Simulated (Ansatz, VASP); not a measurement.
**Two plane-wave programs on CuO**

```xyz
4
Lattice="2.3446 -1.7134 0.0000 2.3446 1.7134 0.0000 -0.8605 0.0000 5.0594" Properties=species:S:1:pos:R:3 pbc="T T T"
Cu    1.1723    0.8457    0.0000
Cu    0.7420   -0.8457    2.5297
O     2.0724   -0.2841    1.2836
O     1.6421    0.2841    3.8133
```

Alike in both runs: functional PBE; k mesh 6 × 6 × 3; occupations fermi-dirac, width 0.05 eV; no spin polarisation.

|  | VASP | Ansatz |
| --- | --- | --- |
| version | VASP 6.6.1 | Ansatz 0.2.0 |
| potentials or method | VASP PAW PBE potentials, release 64 (Cu_sv_GW, O) | Ansatz PAW |
| plane-wave cutoff (eV) | 700 | 420 |
| valence electrons in the cell | 50 | 50 |
| task | single point | band structure |

|  | VASP | Ansatz | Ansatz less VASP |
| --- | --- | --- | --- |
| gap on the k mesh at the Fermi level (eV) | none | none | - |
| pressure (GPa) | 2.7 | 5.8 | +3.04 |
| traceless stress, the component that is largest in VASP (GPa) | -1.69 | -1.71 | -0.019 |
| rms of the force components (eV/Å) | 0.426 | 0.420 | -0.0060 |

Atom by atom the forces differ by 0.008 eV/Å (rms over components). A gap of «none» marks a metal or a gap that the smearing closes.

The k mesh is coarse, so the values compare programs but aren't converged.
